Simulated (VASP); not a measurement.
# Sr (P2_1/m) in VASP: notebook

Sr is run at these levels: LDA; tasks: single point.

Everything below comes from runs of VASP 6.6.1. Logs are shortened: lines on timing, memory, paths and dates and some standing lists are left out, and cuts for length are marked.

### Step 1. The cell of the first run

Symmetry: P2_1/m, No. 11, monoclinic system. The conventional cell has a = 3.911 Å, b = 6.715 Å, c = 4.055 Å, α = 90.00°, β = 118.83°, γ = 90.00°. Sr (site symmetry m) has 12 Sr at 3.72 to 4.56 Å within 4.9 Å.

### Step 2. Single point, LDA (atoms displaced along a vibrational mode, the cell strained)

Contents of INCAR:

```
PREC = Accurate ; ENCUT = 520
EDIFF = 1E-6 ; ISMEAR = 0
SIGMA = 0.15 ; LREAL = F
LASPH = T ; NELM = 100
ALGO = Fast ; ISIF = 2
LWAVE = F ; LCHARG = F
NBANDS = 17
```

Contents of KPOINTS:

```
Automatic mesh
0
Gamma
  12 12 8
```

Contents of POSCAR:

```
Sr
1.0
    3.9108698915      0.0000000000      0.0000000000
   -1.9554349458      3.5528298300      0.0000000000
    0.0000000000      0.0000000000      6.7154259278
Sr
2
Direct
    0.2195721696      0.6666666667      0.2500000000
    0.7804278304      0.3333333333      0.7500000000
```

Potentials or basis: VASP PAW LDA potentials, release 64 (Sr_sv).

Launch:

```console
> cat potpaw_LDA.64/Sr_sv/POTCAR > POTCAR
> mpirun -np 1 vasp_std > vasp.out
```

OUTCAR:

```text
PREC = Accurate
   ENCUT = 520
   EDIFF = 1E-6
   ISMEAR = 0
   LREAL = F
   LASPH = T
   NELM = 100
   ISIF = 2

 ion  position               nearest neighbor table
   1  0.220  0.667  0.250-   2 3.72   2 3.72   2 4.20   2 4.20   2 4.56   2 4.56   2 5.10   2 5.10

   2  0.780  0.333  0.750-   1 3.72   1 3.72   1 4.20   1 4.20   1 4.56   1 4.56   1 5.10   1 5.10

  LATTYP: Found a base centered orthorhombic cell.
 ALAT       =     3.9108698915
 B/A-ratio  =     1.8169000394
 C/A-ratio  =     1.7171182152

  Lattice vectors:

 A1 = (   1.9554349458,  -3.5528298300,   0.0000000000)
 A2 = (   1.9554349457,   3.5528298300,   0.0000000000)
 A3 = (   0.0000000000,   0.0000000000,   6.7154259278)

Analysis of symmetry for initial positions (statically):
=====================================================================
 Subroutine PRICEL returns:
 Original cell was already a primitive cell.

 Routine SETGRP: Setting up the symmetry group for a
 base centered orthorhombic supercell.

 Subroutine GETGRP returns: Found  4 space group operations
 (whereof  2 operations were pure point group operations)
 out of a pool of  8 trial point group operations.

The static configuration has the point symmetry S_2 .
 The point group associated with its full space group is C_2h.

Analysis of symmetry for dynamics (positions and initial velocities):
=====================================================================
 Subroutine PRICEL returns:
 Original cell was already a primitive cell.

 Routine SETGRP: Setting up the symmetry group for a
 base centered orthorhombic supercell.

 Subroutine GETGRP returns: Found  4 space group operations
 (whereof  2 operations were pure point group operations)
 out of a pool of  8 trial point group operations.

The dynamic configuration has the point symmetry S_2 .
 The point group associated with its full space group is C_2h.

 Subroutine INISYM returns: Found  4 space group operations
 (whereof  2 operations are pure point group operations),
 and found     1 'primitive' translations

----------------------------------------------------------------------------------------

                                     Primitive cell

  volume of cell :      93.3085

  direct lattice vectors                    reciprocal lattice vectors
     3.910869891  0.000000000  0.000000000     0.255697588  0.140732887  0.000000000
    -1.955434946  3.552829830  0.000000000     0.000000000  0.281465775  0.000000000
     0.000000000  0.000000000  6.715425928     0.000000000  0.000000000  0.148910882

  length of vectors
     3.910869891  4.055406962  6.715425928     0.291868125  0.281465775  0.148910882

  position of ions in fractional coordinates (direct lattice)
     0.219572170  0.666666667  0.250000000
     0.780427830  0.333333333  0.750000000

  ion indices of the primitive-cell ions
   primitive index   ion index
                 1           1
                 2           2

----------------------------------------------------------------------------------------

 KPOINTS: Automatic mesh

Automatic generation of k-mesh.
 Grid dimensions read from file:
 generate k-points for:   12   12    8

 Generating k-lattice:

  Cartesian coordinates                     Fractional coordinates (reciprocal lattice)
     0.021308132  0.011727741  0.000000000     0.083333333  0.000000000  0.000000000
     0.000000000  0.023455481  0.000000000     0.000000000  0.083333333  0.000000000
     0.000000000  0.000000000  0.018613860     0.000000000  0.000000000  0.125000000

  Length of vectors
     0.024322344  0.023455481  0.018613860

  Shift w.r.t. Gamma in fractional coordinates (k-lattice)
     0.000000000  0.000000000  0.000000000

 Subroutine IBZKPT returns following result:
 ===========================================

 Found    370 irreducible k-points:

 Following reciprocal coordinates:
            Coordinates               Weight
  0.000000  0.000000  0.000000      1.000000
  0.083333 -0.000000  0.000000      2.000000
  0.083333 -0.083333  0.000000      2.000000
  0.166667  0.000000  0.000000      2.000000
  0.166667 -0.166667  0.000000      2.000000
  0.250000  0.000000  0.000000      2.000000
[... 16 lines left out ...]
  0.416667  0.083333  0.000000      2.000000
  0.416667  0.500000  0.000000      2.000000
 [... further k-points ...]
   k-points           NKPTS =    370   k-points in BZ     NKDIM =    370   number of bands    NBANDS=     17
   number of dos      NEDOS =    301   number of ions     NIONS =      2
   total plane-waves  NPLWV =  45000
   dimension x,y,z NGX =    30 NGY =   30 NGZ =   50
   dimension x,y,z NGXF=    60 NGYF=   60 NGZF=  100
   ions per type =               2
   NGX,Y,Z   is equivalent  to a cutoff of  12.75, 12.30, 12.38 a.u.
   NGXF,Y,Z  is equivalent  to a cutoff of  25.51, 24.60, 24.76 a.u.
 SYSTEM =  unknown system
   PREC   = accura    normal or accurate (medium, high low for compatibility)
   ISTART =      0    job   : 0-new  1-cont  2-samecut
   ICHARG =      2    charge: 1-file 2-atom 10-const
   ISPIN  =      1    spin polarized calculation?
   LNONCOLLINEAR =      F non collinear calculations
   LSORBIT =      F    spin-orbit coupling
   LASPH  =      T    aspherical Exc in radial PAW
   ENCUT  =  520.0 eV  38.22 Ry    6.18 a.u.   7.27  7.54 12.49*2*pi/ulx,y,z
   NELM   =    100;   NELMIN=  2; NELMDL= -5     # of ELM steps
   EDIFF  = 0.1E-05   stopping-criterion for ELM
   LREAL  =      F    real-space projection
   EDIFFG = 0.1E-04   stopping-criterion for IOM
   NSW    =      0    number of steps for IOM
   IBRION =     -1    ionic relax: 0-MD 1-quasi-New 2-CG
   NFREE  =      0    steps in history (QN), initial steepest desc. (CG)
   ISIF   =      2    stress and relaxation
   ISYM   =      2    0-nonsym 1-usesym 2-fastsym
   POTIM  = 0.5000    time-step for ionic-motion
   TEBEG  =    0.0;   TEEND  =   0.0 temperature during run
   PSTRESS=    0.0 pullay stress
   NELECT =      20.0000    total number of electrons
   NUPDOWN=      -1.0000    fix difference up-down
   EMIN   =  10.00;   EMAX   =-10.00  energy-range for DOS
   EFERMI =   0.00;   METHOD = LEGACY
   ISMEAR =     0;   SIGMA  =   0.15  broadening in eV -4-tet -1-fermi 0-gaus
   EFERMI_NEDOS =   21; number of points for ismear=-14 and -15
   IALGO  =     68    algorithm
   IMIX   =      4    mixing-type and parameters
     AMIX     =   0.40;   BMIX     =  1.00
     AMIX_MAG =   1.60;   BMIX_MAG =  1.00
  volume/ion in A,a.u.               =      46.65       314.84
  Fermi-wavevector in a.u.,A,eV,Ry     =   0.979740  1.851441 13.060115  0.959891
  Thomas-Fermi vector in A             =   2.110617
   LORBIT       =      0    0 simple, 1 ext, 2 COOP (PROOUT), +10 PAW based schemes
   GGA     = CA    functional components
   LHFCALC =     F    Hartree Fock is set to
   AEXX    =    0.0000 exact exchange contribution
   IVDW    =     0    specifies the selected vdW correction
   LEPSILON=     F    determine dielectric tensor
   LRPA    =     F    only Hartree local field effects (RPA)
 non-spin polarized calculation
 RMM-DIIS sequential band-by-band and
 Gauss-broadening in eV      SIGMA  =   0.15
  energy-cutoff  :      520.00
  volume of cell :       93.31
 maximum number of plane-waves:      2543
 NGX is ok and might be reduce to    30
   NGX = 15   NGY = 15   NGZ = 25

 number of electron      20.0000000 magnetization

 Free energy of the ion-electron system (eV)
  ---------------------------------------------------
  ext. energy  EPLUGINS =         0.00000000
  ---------------------------------------------------
  free energy    TOTEN  =        -3.67565261 eV

  energy without entropy =       -3.64995260  energy(sigma->0) =       -3.66280260

 E-fermi :   1.9645     XC(G=0):  -8.0871

 val. band max:        1.9606424894   @ k =   0.0833  -0.3333   0.0000
 cond. band min:       1.9651194001   @ k =   0.4167  -0.4167  -0.2500
 fundamental gap:      0.0044769107
 Fermi energy:         1.9644596162

 k-point     1 :       0.0000    0.0000    0.0000
  band No.  band energies     occupation
      1     -34.1907      2.00000
      2     -34.1531      2.00000
      3     -16.5223      2.00000
      4     -16.1898      2.00000
      5     -16.1306      2.00000
      6     -16.1193      2.00000
[... 9 lines left out ...]
     16       5.2076      0.00000
     17       5.2179      0.00000

 k-point     2 :       0.0833   -0.0000    0.0000
  band No.  band energies     occupation
      1     -34.1886      2.00000
      2     -34.1518      2.00000
      3     -16.5140      2.00000
      4     -16.2056      2.00000
      5     -16.1431      2.00000
      6     -16.1366      2.00000
[... 9 lines left out ...]
     16       5.0610      0.00000
     17       5.0949      0.00000

 k-point     3 :       0.0833   -0.0833    0.0000
  band No.  band energies     occupation
      1     -34.1889      2.00000
      2     -34.1516      2.00000
      3     -16.5169      2.00000
      4     -16.1957      2.00000
      5     -16.1496      2.00000
      6     -16.1298      2.00000
[... 9 lines left out ...]
     16       5.1284      0.00000
     17       5.2159      0.00000

 k-point     4 :       0.1667    0.0000    0.0000
  band No.  band energies     occupation
      1     -34.1827      2.00000
      2     -34.1484      2.00000
      3     -16.4907      2.00000
      4     -16.2531      2.00000
      5     -16.2050      2.00000
      6     -16.1560      2.00000
[... 9 lines left out ...]
     16       5.0280      0.00000
     17       5.1395      0.00000
[... 343 lines left out ...]
      1     -34.1671      2.00000
      2     -34.1339      2.00000
      3     -16.4505      2.00000
      4     -16.4057      2.00000
      5     -16.3325      2.00000
      6     -16.2654      2.00000
[... 9 lines left out ...]
     16       5.0009      0.00000
     17       6.7374      0.00000

 k-point    23 :       0.4167    0.0833    0.0000
  band No.  band energies     occupation
      1     -34.1577      2.00000
      2     -34.1359      2.00000
      3     -16.4465      2.00000
      4     -16.4414      2.00000
      5     -16.3762      2.00000
      6     -16.2362      2.00000
[... 9 lines left out ...]
     16       6.1348      0.00000
     17       6.7079      0.00000

 k-point    24 :       0.4167    0.5000    0.0000
  band No.  band energies     occupation
      1     -34.1632      2.00000
      2     -34.1308      2.00000
      3     -16.4516      2.00000
      4     -16.4387      2.00000
      5     -16.3748      2.00000
      6     -16.2701      2.00000
[... 9 lines left out ...]
     16       5.4279      0.00000
     17       6.6152      0.00000

 [... further k-points ...]

------------------------ aborting loop because EDIFF is reached ----------------------------------------

  FORCE on cell =-STRESS in cart. coord.  units (eV):
  Direction    XX          YY          ZZ          XY          YZ          ZX
  --------------------------------------------------------------------------------------
  -------------------------------------------------------------------------------------
  Total        0.3587111      0.0294626      0.5936806      0.5849485      0.0000000      0.0000000
  in kB        6.1593386      0.5058956     10.1939400     10.0440031      0.0000000      0.0000000
  external PRESSURE =       5.6197247 kB  Pullay stress =       0.0000000 kB

 VOLUME and BASIS-vectors are now :
 -----------------------------------------------------------------------------
  energy-cutoff  :      520.00
  volume of cell :       93.31
      direct lattice vectors                 reciprocal lattice vectors
     3.910869891  0.000000000  0.000000000     0.255697588  0.140732887  0.000000000
    -1.955434946  3.552829830  0.000000000     0.000000000  0.281465775  0.000000000
     0.000000000  0.000000000  6.715425928     0.000000000  0.000000000  0.148910882

 POSITION                                       TOTAL-FORCE (eV/Angst)
 -----------------------------------------------------------------------------------
     -0.44491      2.36855      1.67886         0.204764      0.239057     -0.000000
      2.40034      1.18428      5.03657        -0.204764     -0.239057      0.000000
 -----------------------------------------------------------------------------------
    total drift:                                0.000000     -0.000000      0.000000

  FREE ENERGIE OF THE ION-ELECTRON SYSTEM (eV)
  ---------------------------------------------------
  free  energy   TOTEN  =        -3.6756526088 eV

  energy  without entropy=       -3.6499525950  energy(sigma->0) =       -3.66280260
```

It took 8.3 min on 1 thread of Intel Xeon Platinum 8375C at 2.90GHz (Ice Lake), shared host; peak memory 0.55 GiB.

Results:

| Quantity | Value |
| --- | --- |
| Free energy | -3.6757 eV |
| Pressure | 0.6 GPa |
| Largest force | 0.315 eV/Å |
| Band gap on the k mesh | zero (bands 10 and 11 overlap by 0.44 eV) |

Forces in eV/Å, atoms in the order of the input:
```
Sr   0.205  0.239  0.000
Sr  -0.205 -0.239  0.000
```

Caveat: the cell differs from its parent crystal (atoms displaced along a vibrational mode, the cell strained).

### Step 3. Single point, LDA (atoms displaced along a vibrational mode, the cell strained)

Contents of INCAR:

```
SYSTEM = Sr
PREC = Accurate
ENCUT = 520
EDIFF = 1E-7
ISMEAR = 0
SIGMA = 0.15
LREAL = .False.
LASPH = .True.
NELM = 80
ALGO = Fast
ISIF = 2
LWAVE = .False.
LCHARG = .True.
GGA = CA
LELF = .True.
LVHAR = .True.
NBANDS = 17
```

Contents of KPOINTS:

```
Automatic mesh
0
Gamma
  12 12 8
  0 0 0
```

Contents of POSCAR:

```
Sr
1.0
    4.0068673272      0.0000000000      0.0000000000
   -2.0034336636      3.5528298300      0.0000000000
    0.0000000000      0.0000000000      6.7154259278
Sr
2
Direct
    0.2764649393      0.6666666667      0.2500000000
    0.7235350607      0.3333333333      0.7500000000
```

Potentials or basis: VASP PAW LDA potentials, release 64 (Sr_sv).

Launch:

```console
> cat potpaw_LDA.64/Sr_sv/POTCAR > POTCAR
> mpirun -np 1 vasp_std > vasp.out
```

OUTCAR:

```text
SYSTEM = Sr
   PREC = Accurate
   ENCUT = 520
   EDIFF = 1E-7
   ISMEAR = 0
   LREAL = .False.
   LASPH = .True.
   NELM = 80
   ISIF = 2
   GGA = CA

 ion  position               nearest neighbor table
   1  0.276  0.667  0.250-   2 3.88   2 3.88   2 4.13   2 4.13   2 4.33   2 4.33
   2  0.724  0.333  0.750-   1 3.88   1 3.88   1 4.13   1 4.13   1 4.33   1 4.33

  LATTYP: Found a base centered orthorhombic cell.
 ALAT       =     4.0068673272
 B/A-ratio  =     1.7733703364
 C/A-ratio  =     1.6759791077

  Lattice vectors:

 A1 = (   2.0034336636,  -3.5528298300,   0.0000000000)
 A2 = (   2.0034336636,   3.5528298300,   0.0000000000)
 A3 = (   0.0000000000,   0.0000000000,   6.7154259278)

Analysis of symmetry for initial positions (statically):
=====================================================================
 Subroutine PRICEL returns:
 Original cell was already a primitive cell.

 Routine SETGRP: Setting up the symmetry group for a
 base centered orthorhombic supercell.

 Subroutine GETGRP returns: Found  4 space group operations
 (whereof  2 operations were pure point group operations)
 out of a pool of  8 trial point group operations.

The static configuration has the point symmetry S_2 .
[... 167 lines left out ...]
 val. band max:        1.8932981677   @ k =   0.3333   0.2500   0.1250
 cond. band min:       1.8971169206   @ k =   0.4167   0.5000  -0.2500
 fundamental gap:      0.0038187529
 Fermi energy:         1.8963737958

 k-point     1 :       0.0000    0.0000    0.0000
  band No.  band energies     occupation
      1     -34.2844      2.00000
      2     -34.2555      2.00000
      3     -16.5666      2.00000
      4     -16.2934      2.00000
      5     -16.2386      2.00000
      6     -16.2333      2.00000
[... 457 lines left out ...]
      4     -16.4687      2.00000
      5     -16.4623      2.00000
      6     -16.3697      2.00000
[... 9 lines left out ...]
     16       5.8371      0.00000
     17       7.0055      0.00000

 [... further k-points ...]

------------------------ aborting loop because EDIFF is reached ----------------------------------------

  FORCE on cell =-STRESS in cart. coord.  units (eV):
  Direction    XX          YY          ZZ          XY          YZ          ZX
  --------------------------------------------------------------------------------------
  -------------------------------------------------------------------------------------
  Total        0.2160494      0.0087585      0.2013816      0.4116523      0.0000000      0.0000000
  in kB        3.6208507      0.1467864      3.3750291      6.8990320      0.0000000      0.0000000
  external PRESSURE =       2.3808887 kB  Pullay stress =       0.0000000 kB

 VOLUME and BASIS-vectors are now :
 -----------------------------------------------------------------------------
  energy-cutoff  :      520.00
  volume of cell :       95.60
      direct lattice vectors                 reciprocal lattice vectors
     4.006867327  0.000000000  0.000000000     0.249571528  0.140732887  0.000000000
    -2.003433664  3.552829830  0.000000000     0.000000000  0.281465775  0.000000000
     0.000000000  0.000000000  6.715425928     0.000000000  0.000000000  0.148910882

 POSITION                                       TOTAL-FORCE (eV/Angst)
 -----------------------------------------------------------------------------------
     -0.22786      2.36855      1.67886         0.130314      0.090319     -0.000000
      2.23130      1.18428      5.03657        -0.130314     -0.090319      0.000000
 -----------------------------------------------------------------------------------
    total drift:                               -0.000000      0.000000     -0.000000

  FREE ENERGIE OF THE ION-ELECTRON SYSTEM (eV)
  ---------------------------------------------------
  free  energy   TOTEN  =        -3.7618589921 eV

  energy  without entropy=       -3.7359651391  energy(sigma->0) =       -3.74891207
```

It took 8.8 min on 1 thread of Intel Xeon Platinum 8375C at 2.90GHz (Ice Lake), shared host; peak memory 0.56 GiB.

Results:

| Item | Value |
| --- | --- |
| Free energy | -3.7619 eV |
| Pressure | 0.2 GPa |
| Largest force | 0.159 eV/Å |
| Band gap on the k mesh | zero (bands 10 and 11 overlap by 0.49 eV) |

Forces on the atoms (eV/Å):
```
Sr   0.130  0.090  0.000
Sr  -0.130 -0.090  0.000
```

Stress tensor (GPa, compression positive):
```
0.36 0.69 0.00
0.69 0.01 0.00
0.00 0.00 0.34
```

Caveat: the cell differs from its parent crystal (atoms displaced along a vibrational mode, the cell strained).
